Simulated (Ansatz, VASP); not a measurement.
**Two plane-wave programs on Tl**

INCAR

```
SYSTEM = Tl
  PREC = Accurate
  ENCUT = 520
  EDIFF = 1E-6
  ISMEAR = 0
  SIGMA = 0.15
  LREAL = .FALSE.
  LASPH = .TRUE.
  NELM = 80
  ALGO = Fast
  ISIF = 2
  LWAVE = .FALSE.
  LCHARG = .FALSE.
  GGA = PS
  NBANDS = 20
```

Contents of KPOINTS:

```
Automatic mesh
0
G
  18 18 10
  0 0 0
```

The input POSCAR:

```
Tl
1.0
    3.3177584223      0.0000000000      0.0000000000
   -1.6588792112      2.8732630773      0.0000000000
    0.0000000000      0.0000000000      5.0830000000
Tl
2
Direct
    0.3333333333      0.6666666667      0.2500000000
    0.6666666667      0.3333333333      0.7500000000
```

Input for Ansatz:

```yaml
crystal:
  lattice:
    - [3.3177584223, 0.0, 0.0]
    - [-1.6588792112, 2.8732630773, 0.0]
    - [0.0, 0.0, 5.083]
  atoms:
    - { symbol: Tl, position: [0.3333333333, 0.6666666667, 0.25] }
    - { symbol: Tl, position: [0.6666666667, 0.3333333333, 0.75] }
basis:
  ecutwfc: 420
kpoints:
  mp_grid: { grid: [18, 18, 10] }
hamiltonian:
  xc: pbesol
scf:
  occupations: { method: gaussian, width: 0.15 }
output:
  forces: true
  stress: true
  eigenvalues: true
```

Change from the starting cell: strain -0.040 along x and y, -0.080 along z, atoms carried along.

Alike in both runs: task single point; functional PBEsol; k mesh 18 × 18 × 10; occupations gaussian, width 0.15 eV; no spin polarisation.

|  | VASP | Ansatz |
| --- | --- | --- |
| version | VASP 6.6.1 | Ansatz 0.2.0 |
| potentials or method | VASP PAW PBE potentials, release 64 (Tl_d), cutoff 520 eV | scalar-relativistic, plane waves, PAW |
| valence electrons in the cell | 26 | 26 |

```csv
,VASP,Ansatz,Ansatz less VASP
gap on the k mesh at the Fermi level (eV),none,none,-
pressure (GPa),9.6,9.7,+0.10
"traceless stress, the component that is largest in VASP (GPa)",2.00,2.00,+0.001
```

VASP's potentials were made for PBE, not for PBEsol. A gap of «none» marks a metal or a gap that the smearing closes.

Neither program's run includes spin-orbit coupling.
